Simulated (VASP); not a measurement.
**KTaO3: single point with revPBE+D3(BJ)**

KTaO3:

```
CELL_PARAMETERS angstrom
4.00727 0.00000 0.00000
0.00000 4.00727 0.00000
0.00000 0.00000 4.00727
ATOMIC_POSITIONS crystal
Ta 0.00000 0.00000 0.00000
K 0.50000 0.50000 0.50000
O 0.00000 0.00000 0.50000
O 0.00000 0.50000 0.00000
O 0.50000 0.00000 0.00000
```

```
Program                : VASP 6.6.1
Task                   : single point
Functional             : revPBE
Dispersion             : D3(BJ)
Potentials or basis    : VASP PAW PBE potentials, release 64 (Ta_pv, K_sv, O)
Cutoff                 : 520 eV
k mesh                 : 7 × 7 × 7
Occupations            : fermi-dirac, width 0.05 eV
Spin                   : no spin polarisation
Dipole correction      : no
Further INCAR settings : ALGO = Normal; EDIFF = 1e-06; NBANDS = 27
```

```
Pressure                   : 0.6 GPa
Band gap on the k mesh     : 2.24 eV, indirect (least direct gap 2.80 eV)
Dispersion energy per atom : -0.434 eV
```

Levels at points of the mesh, in eV from the valence-band top:
```tsv
k point	band 16	band 17	band 18	band 19	band 20	band 21	band 22	band 23
(0.00, 0.00, 0.00)	-0.97	-0.57	-0.57	-0.57	2.24	2.24	2.24	6.65
```

Wall time 32 s on 1 thread of Intel(R) Xeon(R) Platinum 8488C (Sapphire Rapids) (shared host), peak memory 0.2 GiB.

Caveat: the PAW data sets were made with another functional, which shifts forces and pressure a little; spin-orbit coupling is left out, which moves the levels of the heavy elements. A k mesh can miss the band edges.
